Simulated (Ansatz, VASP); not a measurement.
## Two plane-wave programs on Ru

Contents of POSCAR:

```
Ru
1.0
    2.7417670974      0.0000000000      0.0000000000
   -1.3708835487      2.3744399576      0.0000000000
    0.0000000000      0.0000000000      4.3111689192
Ru
2
Direct
    0.3333333333      0.6666666667      0.2500000000
    0.6666666667      0.3333333333      0.7500000000
```

File INCAR.step1:

```
ALGO     = Normal         # electronic algorithm
EDIFF    = 1E-5           # SCF threshold, eV
ENCUT    = 550            # plane-wave cutoff, eV
GGA      = PE             # functional
GGA_COMPAT= F            
ISMEAR   = -1             # smearing method
ISPIN    = 2              # spin polarisation
LASPH    = T              # aspherical terms in the spheres
LCHARG   = F              # write CHGCAR
LMAXMIX  = 4              # l up to which the mixer works
LREAL    = F              # projectors in reciprocal space
LWAVE    = T              # write WAVECAR
MAGMOM   = 1 1            # initial moments
NBANDS   = 25             # bands
NELM     = 200            # most SCF steps
PREC     = Accurate       # precision mode
SIGMA    = 0.05           # smearing width, eV
```

Contents of INCAR.step2:

```
ALGO     = Normal         # electronic algorithm
EDIFF    = 1E-6           # SCF threshold, eV
ENCUT    = 550            # plane-wave cutoff, eV
GGA_COMPAT= F            
ISIF     = 2              # what is computed and relaxed
ISMEAR   = -1             # smearing method
ISPIN    = 2              # spin polarisation
ISTART   = 1            
LASPH    = T              # aspherical terms in the spheres
LCHARG   = T              # write CHGCAR
LELF     = T              # ELF
LMAXMIX  = 4              # l up to which the mixer works
LMIXTAU  = T            
LORBIT   = 11             # projections on sites
LREAL    = F              # projectors in reciprocal space
LVHAR    = T            
LWAVE    = F              # write WAVECAR
MAGMOM   = 1 1            # initial moments
METAGGA  = R2SCAN         # meta-GGA
NBANDS   = 25             # bands
NELM     = 200            # most SCF steps
PREC     = Accurate       # precision mode
SIGMA    = 0.05           # smearing width, eV
```

File KPOINTS:

```
k-points
0
Gamma
  22 22 12
```

Input for Ansatz:

```yaml
crystal:
  lattice:
    - [2.7417670974, 0.0, 0.0]
    - [-1.3708835487, 2.3744399576, 0.0]
    - [0.0, 0.0, 4.3111689192]
  atoms:
    - { symbol: Ru, position: [0.3333333333, 0.6666666667, 0.25], spin: 1.0 }
    - { symbol: Ru, position: [0.6666666667, 0.3333333333, 0.75], spin: 1.0 }
hamiltonian:
  xc: r2scan
  pseudopotentials:
    kind: paw
    azcp:
      Ru: "pseudopotentials/Ru.paw.azcp"
basis:
  ecutwfc: 500
  fft_grid_basis: typed
kpoints:
  mp_grid: { grid: [22, 22, 12], shift: [0, 0, 0] }
magnetization:
  spin_polarized: true
scf:
  occupations: { method: fermi_dirac, width: 0.05 }
output:
  stress: true
```

Alike in both runs: task single point; functional r2SCAN; k mesh 22 × 22 × 12; occupations fermi-dirac, width 0.05 eV; collinear spin.

```csv
,VASP,Ansatz
version,VASP 6.6.1,Ansatz 0.2.0
potentials or method,"VASP PAW PBE potentials, release 64 (Ru_pv), cutoff 550 eV","plane waves (500 eV) with PAW, scalar-relativistic"
valence electrons in the cell,28,32
```

```csv
,VASP,Ansatz,Ansatz less VASP
pressure (GPa),-10.9,-12.1,-1.24
"traceless stress, the component that is largest in VASP (GPa)",0.24,0.14,-0.105
net moment per atom (μB),0.00,0.00,0.000
```

VASP's potentials were made for PBE, not for r2SCAN. The functional is the same, so the differences come from potentials, cutoffs and numerics. VASP's potentials hold 28 valence electrons a cell and Ansatz's 32, so a difference there can come from the potentials and not from the codes. Ansatz's warnings: seeded moment not kept, stability check not made.
